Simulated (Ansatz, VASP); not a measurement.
# One calculation of InP, two programs

```
In P
1.0
     2.76674   -2.76677    0.00000
     2.76674    2.76677    0.00000
     0.00000    0.00000    5.54830
In P
2 2
Direct
  0.74998 0.25002 0.25000
  0.25002 0.74998 0.75000
  0.75003 0.24997 0.75000
  0.24997 0.75003 0.25000
```

Alike in both runs: functional PBE; k mesh 12 × 12 × 10; occupations gaussian, width 0.1 eV; no spin polarisation.

Ansatz relaxed the structure, and its values are those at the end. VASP's run is a single point on that final structure, the one shown.

|  | VASP | Ansatz |
| --- | --- | --- |
| version | VASP 6.6.1 | Ansatz 0.2.0 |
| potentials or method | VASP PAW PBE potentials, release 64 (In_d, P), cutoff 500 eV | scalar-relativistic, plane waves, PAW |
| valence electrons in the cell | 36 | 36 |

```csv
,VASP,Ansatz,Ansatz less VASP
gap on the k mesh at the Fermi level (eV),none,none,-
pressure (GPa),0.0,0.0,+0.02
```

A gap of «none» marks a metal or a gap that the smearing closes.
